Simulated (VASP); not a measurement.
# OsI (Pm-3m) in VASP: further runs, part 2 of 3

VASP 6.6.1.

### 3 Single point, PBEsol, non-collinear spin, zero start, spin-orbit coupling

File INCAR:

```
SYSTEM = OsI
ALGO = Normal ; EDIFF = 1E-6
ENCUT = 520 ; GGA = PS
GGA_COMPAT = .FALSE. ; ISIF = 2
ISMEAR = 0 ; LASPH = .TRUE.
LCHARG = .FALSE. ; LMAXMIX = 4
LORBIT = 11 ; LORBMOM = .TRUE.
LREAL = .FALSE. ; LSORBIT = .TRUE.
LWAVE = .FALSE. ; MAGMOM = 0 0 0 0 0 0
NBANDS = 27 ; NELM = 150
PREC = Accurate ; SIGMA = 0.05
```

File KPOINTS:

```
k-points
0
G
  6 6 6
  0 0 0
```

File POSCAR:

```
OsI
1.0
    3.8404660000      0.0000000000      0.0000000000
    0.0000000000      3.8404660000      0.0000000000
    0.0000000000      0.0000000000      3.8404660000
Os I
1 1
Direct
    0.5000000000      0.5000000000      0.5000000000
    0.0000000000      0.0000000000      0.0000000000
```

Potentials or basis: VASP PAW PBE potentials, release 64 (Os, I).

On the command line:

```console
cat potpaw_PBE.64/Os/POTCAR potpaw_PBE.64/I/POTCAR > POTCAR
mpirun -np 1 vasp_ncl > vasp.out
```

OUTCAR:

```text
SYSTEM = OsI
   EDIFF = 1E-6
   ENCUT = 520
   GGA = PS
   ISIF = 2
   ISMEAR = 0
   LASPH = .TRUE.
   LORBIT = 11
   LREAL = .FALSE.
   LSORBIT = .TRUE.
   NELM = 150
   PREC = Accurate

 ion  position               nearest neighbor table
   1  0.500  0.500  0.500-   2 3.33   2 3.33   2 3.33   2 3.33   2 3.33   2 3.33   2 3.33   2 3.33

   2  0.000  0.000  0.000-   1 3.33   1 3.33   1 3.33   1 3.33   1 3.33   1 3.33   1 3.33   1 3.33

  LATTYP: Found a simple cubic cell.
 ALAT       =     3.8404660000

  Lattice vectors:

 A1 = (   3.8404660000,   0.0000000000,   0.0000000000)
 A2 = (   0.0000000000,   3.8404660000,   0.0000000000)
 A3 = (   0.0000000000,   0.0000000000,   3.8404660000)

Analysis of symmetry for initial positions (statically):
=====================================================================
 Subroutine PRICEL returns:
 Original cell was already a primitive cell.

 Routine SETGRP: Setting up the symmetry group for a
 simple cubic supercell.

 Subroutine GETGRP returns: Found 48 space group operations
 (whereof 48 operations were pure point group operations)
 out of a pool of 48 trial point group operations.

The static configuration has the point symmetry O_h .

Analysis of symmetry for dynamics (positions and initial velocities):
=====================================================================
 Subroutine PRICEL returns:
 Original cell was already a primitive cell.

 Routine SETGRP: Setting up the symmetry group for a
 simple cubic supercell.

 Subroutine GETGRP returns: Found 48 space group operations
 (whereof 48 operations were pure point group operations)
 out of a pool of 48 trial point group operations.

The dynamic configuration has the point symmetry O_h .

Analysis of structural, dynamic, and magnetic symmetry:
=====================================================================
 Subroutine PRICEL returns:
 Original cell was already a primitive cell.

 Routine SETGRP: Setting up the symmetry group for a
 simple cubic supercell.

 Subroutine GETGRP returns: Found 48 space group operations
 (whereof 48 operations were pure point group operations)
 out of a pool of 48 trial point group operations.

The overall configuration has the point symmetry O_h .

 Subroutine INISYM returns: Found 48 space group operations
 (whereof 48 operations are pure point group operations),
 and found     1 'primitive' translations

----------------------------------------------------------------------------------------

                                     Primitive cell

  volume of cell :      56.6437

  direct lattice vectors                    reciprocal lattice vectors
     3.840466000  0.000000000  0.000000000     0.260385068  0.000000000  0.000000000
     0.000000000  3.840466000  0.000000000     0.000000000  0.260385068  0.000000000
     0.000000000  0.000000000  3.840466000     0.000000000  0.000000000  0.260385068

  length of vectors
     3.840466000  3.840466000  3.840466000     0.260385068  0.260385068  0.260385068

  position of ions in fractional coordinates (direct lattice)
     0.500000000  0.500000000  0.500000000
     0.000000000  0.000000000  0.000000000

  ion indices of the primitive-cell ions
   primitive index   ion index
                 1           1
[... 732 lines left out ...]
  -------------------------------------------------------------------------------------
  Total       -7.0140845     -7.0140845     -7.0140845     -0.0000000      0.0000000      0.0000000
  in kB     -198.3945802   -198.3945802   -198.3945802     -0.0000000      0.0000000      0.0000000
  external PRESSURE =    -198.3945802 kB  Pullay stress =       0.0000000 kB

 VOLUME and BASIS-vectors are now :
 -----------------------------------------------------------------------------
  energy-cutoff  :      520.00
  volume of cell :       56.64
      direct lattice vectors                 reciprocal lattice vectors
     3.840466000  0.000000000  0.000000000     0.260385068  0.000000000  0.000000000
     0.000000000  3.840466000  0.000000000     0.000000000  0.260385068  0.000000000
     0.000000000  0.000000000  3.840466000     0.000000000  0.000000000  0.260385068

 POSITION                                       TOTAL-FORCE (eV/Angst)
 -----------------------------------------------------------------------------------
      1.92023      1.92023      1.92023         0.000000      0.000000      0.000000
      0.00000      0.00000      0.00000         0.000000      0.000000      0.000000
 -----------------------------------------------------------------------------------
    total drift:                                0.000000      0.000000      0.000000

  FREE ENERGIE OF THE ION-ELECTRON SYSTEM (eV)
  ---------------------------------------------------
  free  energy   TOTEN  =        -9.0853984370 eV

  energy  without entropy=       -9.0773052867  energy(sigma->0) =       -9.08135186

 orbital moment (x)

 # of ion     p       d       tot
 ----------------------------------------
  1         0.000   0.000   0.000
  2         0.000  -0.000  -0.000
 ----------------------------------------
            0.000   0.000   0.000

 orbital moment (y)

 # of ion     p       d       tot
 ----------------------------------------
  1         0.000  -0.000  -0.000
  2         0.000   0.000   0.000
 ----------------------------------------
            0.000  -0.000  -0.000

 orbital moment (z)

 # of ion     p       d       tot
 ----------------------------------------
  1         0.000   0.000   0.000
  2         0.000   0.000   0.000
 ----------------------------------------
            0.000   0.000   0.000

 Spin-Orbit-Coupling matrix elements

 Ion:    1  E_soc:     -1.0516796
 l=   1
     0.0000000    -0.0096649    -0.0096649
    -0.0096649     0.0000000    -0.0096649
    -0.0096649    -0.0096649     0.0000000
 l=   2
     0.0000000    -0.0357987     0.0000000    -0.0357987    -0.1298164
    -0.0357987     0.0000000    -0.0973623    -0.0357987    -0.0324541
     0.0000000    -0.0973623     0.0000000    -0.0973623     0.0000000
    -0.0357987    -0.0357987    -0.0973623     0.0000000    -0.0324541
    -0.1298164    -0.0324541     0.0000000    -0.0324541     0.0000000
 l=   3
     0.0000000     0.0000000     0.0000000     0.0000000     0.0000000     0.0000000     0.0000000
     0.0000000     0.0000000     0.0000000     0.0000000     0.0000000     0.0000000     0.0000000
     0.0000000     0.0000000     0.0000000     0.0000000     0.0000000     0.0000000     0.0000000
     0.0000000     0.0000000     0.0000000     0.0000000     0.0000000     0.0000000     0.0000000
     0.0000000     0.0000000     0.0000000     0.0000000     0.0000000     0.0000000     0.0000000
     0.0000000     0.0000000     0.0000000     0.0000000     0.0000000     0.0000000     0.0000000
     0.0000000     0.0000000     0.0000000     0.0000000     0.0000000     0.0000000     0.0000000

 Ion:    2  E_soc:     -0.2687128
 l=   1
     0.0000000    -0.0444180    -0.0444180
    -0.0444180     0.0000000    -0.0444180
    -0.0444180    -0.0444180     0.0000000
 l=   2
     0.0000000    -0.0001728     0.0000000    -0.0001728    -0.0001947
    -0.0001728     0.0000000    -0.0001460    -0.0001728    -0.0000487
     0.0000000    -0.0001460     0.0000000    -0.0001460     0.0000000
    -0.0001728    -0.0001728    -0.0001460     0.0000000    -0.0000487
    -0.0001947    -0.0000487     0.0000000    -0.0000487     0.0000000
 l=   3
     0.0000000     0.0000000     0.0000000     0.0000000     0.0000000     0.0000000     0.0000000
     0.0000000     0.0000000     0.0000000     0.0000000     0.0000000     0.0000000     0.0000000
     0.0000000     0.0000000     0.0000000     0.0000000     0.0000000     0.0000000     0.0000000
     0.0000000     0.0000000     0.0000000     0.0000000     0.0000000     0.0000000     0.0000000
     0.0000000     0.0000000     0.0000000     0.0000000     0.0000000     0.0000000     0.0000000
     0.0000000     0.0000000     0.0000000     0.0000000     0.0000000     0.0000000     0.0000000
     0.0000000     0.0000000     0.0000000     0.0000000     0.0000000     0.0000000     0.0000000

 total charge

# of ion       s       p       d       tot
------------------------------------------
    1        0.374   0.147   5.822   6.343
    2        1.554   2.461   0.062   4.077
--------------------------------------------------
tot          1.928   2.608   5.884  10.419

 magnetization (x)

# of ion       s       p       d       tot
------------------------------------------
    1        0.000  -0.000   0.000   0.000
    2       -0.000   0.000   0.000  -0.000
--------------------------------------------------
tot          0.000  -0.000   0.000   0.000

 magnetization (y)

# of ion       s       p       d       tot
------------------------------------------
    1       -0.000  -0.000   0.000  -0.000
    2       -0.000   0.000   0.000   0.000
--------------------------------------------------
tot         -0.000  -0.000   0.000  -0.000

 magnetization (z)

# of ion       s       p       d       tot
------------------------------------------
    1       -0.000  -0.000   0.000  -0.000
    2        0.000   0.000   0.000   0.000
--------------------------------------------------
tot         -0.000  -0.000   0.000  -0.000
```

OSZICAR:

```text
N       E                     dE             d eps       ncg     rms          rms(c)
DAV:   1     0.713638500766E+02    0.71364E+02   -0.59054E+03  1080   0.945E+02
DAV:   2    -0.278999559260E+01   -0.74154E+02   -0.66300E+02  1265   0.231E+02
DAV:   3    -0.917569063243E+01   -0.63857E+01   -0.59580E+01  1264   0.573E+01
DAV:   4    -0.932205693974E+01   -0.14637E+00   -0.14483E+00  1326   0.102E+01
DAV:   5    -0.932523523219E+01   -0.31783E-02   -0.31761E-02  1297   0.146E+00    0.116E+01
DAV:   6    -0.914471293443E+01    0.18052E+00   -0.69094E-01  1494   0.668E+00    0.611E+00
DAV:   7    -0.910338358339E+01    0.41329E-01   -0.16691E-01  1366   0.393E+00    0.422E+00
DAV:   8    -0.908699804632E+01    0.16386E-01   -0.95139E-02  1332   0.246E+00    0.136E+00
DAV:   9    -0.908647536031E+01    0.52269E-03   -0.28951E-03  1174   0.380E-01    0.552E-01
DAV:  10    -0.908546876047E+01    0.10066E-02   -0.49722E-03  1163   0.447E-01    0.146E-01
DAV:  11    -0.908539815673E+01    0.70604E-04   -0.29407E-04  1161   0.122E-01    0.457E-02
DAV:  12    -0.908539843703E+01   -0.28031E-06   -0.85101E-06  1329   0.228E-02
   1 F= -.90853984E+01 E0= -.90813519E+01  d E =-.809315E-02  mag=    -0.0000     0.0000     0.0000
```

stdout:

```text
POSCAR found type information on POSCAR OsI
 POSCAR found :  2 types and       2 ions
 scaLAPACK will be used
 -----------------------------------------------------------------------------
|                                                                             |
|                                                                             |
|     You enforced a specific xc type in the INCAR file but a different       |
|     I HOPE YOU KNOW WHAT YOU ARE DOING!                                     |
|                                                                             |
 -----------------------------------------------------------------------------

 LDA part: xc-table for (Slater+PW92), standard interpolation
 POSCAR, INCAR and KPOINTS ok, starting setup
 FFT: planning ... GRIDC
 FFT: planning ... GRID_SOFT
 FFT: planning ... GRID
 WAVECAR not read
 entering main loop
```

Wall time 29 s (1 thread of Intel Xeon Platinum 8559C (Emerald Rapids), shared host); peak memory 0.29 GiB.

What came out:

```yaml
Free_energy: -9.0854 eV
Pressure: -19.8 GPa
Net_moment: 0.00 μB per cell
Valence_electrons_inside_the_program's_atomic_spheres: Os 6.34; I 4.08
```

Moments on the atoms (μB; x, y, z):
```
Os  0.00 0.00 0.00
I   0.00 0.00 0.00
```

Caveat: the cell stands under tension; the PAW data sets were made with another functional, which shifts forces and pressure a little.

(Continued in part 3 of 3.)
